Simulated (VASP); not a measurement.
Runs of VASP 6.6.1 on K2S. The structure is that of space group Fm-3m (No. 225), or close to it. The cells are those of the table. 

```csv
task,level,potentials or basis,cell,cutoff (eV),gap on the mesh (eV),pressure (GPa)
single point,r2SCAN+rVV10,"VASP PAW PBE potentials, release 64 (K_sv, S)","a = 5.203 Å, angles 60.0°, 3 atoms",550,(a),0.0
relaxation of cell and atoms,PBE+D4,"VASP PAW PBE potentials, release 64 (K_sv, S)","relaxed from a = 5.226 Å, angles 60.0°, 3 atoms",500,2.39,0.1
single point,LDA,"VASP PAW LDA potentials, release 64 (K_sv, S)","a = 5.085 Å, angles 60.0°, 3 atoms",500,2.32,0.1
relaxation of cell and atoms,LDA,"VASP PAW LDA potentials, release 64 (K_sv, S)","relaxed from a = 5.226 Å, angles 60.0°, 3 atoms",500,2.30,0.0
single point,PBE+D4,"VASP PAW PBE potentials, release 64 (K_sv, S)","a = 5.230 Å, angles 60.0°, 3 atoms",500,2.39,0.1
```

Alike in all rows: no spin polarisation; k mesh 6 × 6 × 6; smearing gaussian 0.01 eV.

Q: Estimate the missing entries.

A: (a) 2.69.

Caveats: the PAW data sets were made with another functional, which shifts forces and pressure a little (at least some runs); the relaxation stopped at its first step, so nothing moved (at least some runs).

A k mesh can miss the band edges.
